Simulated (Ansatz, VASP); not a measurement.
Sb: VASP beside Ansatz

```
Sb
1.0
    -0.02305    2.29347    2.29347
     2.29347   -0.02305    2.29347
     2.29347    2.29347   -0.02305
Sb
1
Direct
  0.00000 0.00000 0.00000
```

Change from the starting cell: equal xy, yz and zx shear strains of -1 %, PAW files.

Alike in both runs: task electric field gradients; functional PBEsol; k mesh 12 × 12 × 12; occupations fermi-dirac, width 0.05 eV; no spin polarisation.

```csv
,VASP,Ansatz
version,VASP 6.6.1,Ansatz 0.2.0
potentials or method,"VASP PAW PBE potentials, release 64 (Sb)","PAW with Ansatz's default frozen-core files, scalar-relativistic"
plane-wave cutoff (eV),520,420
valence electrons in the cell,5,15
```

|  | VASP | Ansatz | Ansatz less VASP |
| --- | --- | --- | --- |
| pressure (GPa) | 5.3 | 5.3 | -0.03 |
| traceless stress, the component that is largest in VASP (GPa) | 0.19 | 0.17 | -0.022 |
| size of Vzz on the site where it differs most (V/Å²) | 0.0 | 0.7 | +0.69 |

VASP's potentials were made for PBE, not for PBEsol. VASP's potentials hold 5 valence electrons a cell and Ansatz's 15, so a difference there can come from the potentials and not from the codes.

Neither program's run includes spin-orbit coupling.
